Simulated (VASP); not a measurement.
Crystal: TaC3.

```
CELL_PARAMETERS angstrom
2.96873 0.00000 0.00000
-1.48437 2.57100 0.00000
0.00000 0.00000 6.99155
ATOMIC_POSITIONS crystal
Ta 0.00000 0.00000 0.00000
C 0.33333 0.66667 0.00000
C 0.66667 0.33333 0.00000
C 0.00000 0.00000 0.50000
```

| Property | Result |
| --- | --- |
| Program | VASP 6.6.1 |
| Task | relaxation of cell and atoms |
| Functional | PBE |
| Potentials or basis | VASP PAW PBE potentials, release 64 (Ta_pv, C) |
| Cutoff | 600 eV |
| k mesh | 6 × 6 × 4 |
| Occupations | gaussian, width 0.1 eV |
| Spin | no spin polarisation |

At the start: pressure 145.9 GPa; volume 13.34 Å³/atom.

Problem. Where does the relaxation end?

Solution. Over 18 steps the energy falls by 4851.3 meV/atom and the volume is 13.51 Å³/atom (+1.3 %); space group P6/mmm (No. 191, to 0.05 Å).

Step by step:
| step | energy change (eV) | largest force (eV/Å) | pressure (GPa) | volume (Å³) |
| --- | --- | --- | --- | --- |
| 1 | 0.0000 | 0.0000 | 145.86 | 53.36 |
| 2 | 0.3200 | 0.0000 | -18.99 | 182.63 |
| 3 | -13.9293 | 0.0000 | -17.21 | 95.71 |
| 4 | -14.5431 | 0.0000 | -12.33 | 89.59 |
| 5 | -14.7592 | 0.0000 | -2.62 | 82.40 |
| 6 | -14.7742 | 0.0000 | -5.06 | 83.89 |
| 7 | -14.7719 | 0.0000 | -3.98 | 83.22 |
| 8 | -15.3457 | 0.0000 | -5.02 | 77.36 |
| 9 | -17.5431 | 0.0000 | -5.19 | 62.80 |
| 10 | 4.8766 | 0.0000 | 256.66 | 33.28 |
| 11 | -17.9931 | 0.0000 | -4.09 | 60.56 |
| 12 | -18.5902 | 0.0000 | 31.12 | 46.98 |
| 13 | -19.0192 | 0.0000 | 2.04 | 54.80 |
| 14 | -19.2688 | 0.0000 | 12.07 | 50.90 |
| 15 | -18.9045 | 0.0000 | 7.35 | 52.31 |
| 16 | -19.3222 | 0.0000 | 9.72 | 51.30 |
| 17 | -19.3950 | 0.0000 | -2.93 | 55.10 |
| 18 | -19.4052 | 0.0000 | 0.07 | 54.05 |

Final structure:
```
Ta C
1.0
     3.85946    0.00000    0.00000
    -1.92973    3.34239    0.00000
     0.00000    0.00000    4.19009
Ta C
1 3
Direct
  0.00000 0.00000 0.00000
  0.33333 0.66667 0.00000
  0.66667 0.33333 0.00000
  0.00000 0.00000 0.50000
```

Caveat: the k points lie up to 0.37 Å⁻¹ apart in the final cell.
